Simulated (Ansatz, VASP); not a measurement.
**Two plane-wave programs on TiAl3**

INCAR

```
PREC = Accurate
ENCUT = 520
EDIFF = 1E-6
ISMEAR = 0
SIGMA = 0.15
LREAL = False
LASPH = True
NELM = 80
ALGO = Fast
ISIF = 2
LWAVE = False
LCHARG = True
LELF = True
LVHAR = True
NBANDS = 18
```

Contents of KPOINTS:

```
Automatic mesh
0
Gamma
  16 16 16
```

The input POSCAR:

```
TiAl3
1.0
   -1.9369508476      1.9369508476      4.4664149594
    1.9369508476     -1.9369508476      4.4664149594
    1.9369508476      1.9369508476     -4.4664149594
Ti Al
1 3
Direct
    0.0000000000      0.0000000000      0.0000000000
    0.5000000000      0.5000000000      0.0000000000
    0.7500000000      0.2500000000      0.5000000000
    0.2500000000      0.7500000000      0.5000000000
```

Input for Ansatz:

```yaml
crystal:
  lattice:
    - [-1.9369508476, 1.9369508476, 4.4664149594]
    - [1.9369508476, -1.9369508476, 4.4664149594]
    - [1.9369508476, 1.9369508476, -4.4664149594]
  atoms:
    - { symbol: Ti, position: [0.0, 0.0, 0.0] }
    - { symbol: Al, position: [0.5, 0.5, 0.0] }
    - { symbol: Al, position: [0.75, 0.25, 0.5] }
    - { symbol: Al, position: [0.25, 0.75, 0.5] }
basis:
  ecutwfc: 520.0
kpoints:
  mp_grid: { grid: [16, 16, 16] }
hamiltonian:
  xc: lda
  pseudopotentials: { kind: paw, azcp: { folder: soft_1 } }
scf:
  occupations: { method: gaussian, width: 0.15 }
output:
  forces: true
  stress: true
  eigenvalues: true
```

Alike in both runs: task single point; functional LDA; k mesh 16 × 16 × 16; occupations gaussian, width 0.15 eV; no spin polarisation.

|  | VASP | Ansatz |
| --- | --- | --- |
| version | VASP 6.6.1 | Ansatz 0.2.0 |
| potentials or method | VASP PAW LDA potentials, release 64 (Ti_sv, Al), cutoff 520 eV | scalar-relativistic, plane waves, PAW |
| valence electrons in the cell | 21 | 21 |

```csv
,VASP,Ansatz,Ansatz less VASP
gap on the k mesh at the Fermi level (eV),none,none,-
pressure (GPa),-9.3,-9.4,-0.12
"traceless stress, the component that is largest in VASP (GPa)",-2.42,-2.41,+0.007
```

Ansatz warns that its potentials were made for another functional, while VASP's fit it. LDA's correlation is that of Perdew and Zunger in VASP and of Perdew and Wang (1992) in Ansatz. A gap of «none» marks a metal or a gap that the smearing closes.
